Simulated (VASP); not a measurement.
A run of VASP 6.6.1:

The input INCAR:

```
PREC = Accurate
ENCUT = 520
EDIFF = 1E-6
ISMEAR = -1
SIGMA = 0.05
LREAL = False
LASPH = True
NELM = 60
ALGO = Normal
ISIF = 2
LWAVE = False
LCHARG = True
GGA = CA
LELF = True
LVHAR = True
NBANDS = 26
```

Contents of KPOINTS:

```
Automatic mesh
0
Gamma
  6 6 5
```

The input POSCAR:

```
HgTe
1.0
    3.0512097241     -3.5349252628      0.0000000000
    3.0512097241      3.5349252628      0.0000000000
    0.0000000000      0.0000000000      5.9118752236
Hg Te
2 2
Direct
    0.6569500000      0.3430500000      0.2500000000
    0.3430500000      0.6569500000      0.7500000000
    0.2151910000      0.7848090000      0.2500000000
    0.7848090000      0.2151910000      0.7500000000
```

Potentials or basis: VASP PAW LDA potentials, release 64 (Hg, Te).

Launch:

```console
$ cat potpaw_LDA.64/Hg/POTCAR potpaw_LDA.64/Te/POTCAR > POTCAR
$ mpirun -np 1 vasp_std > vasp.out
```

Hardware: 1 thread of Intel Xeon 6975P-C, with other jobs on the host.

Problem. Estimate the wall time of this run.

Solution. Run time: 110 s on 1 thread of Intel Xeon 6975P-C, with other jobs on the host, peak memory 0.27 GiB. Counts: scf iterations 13, k points 39.
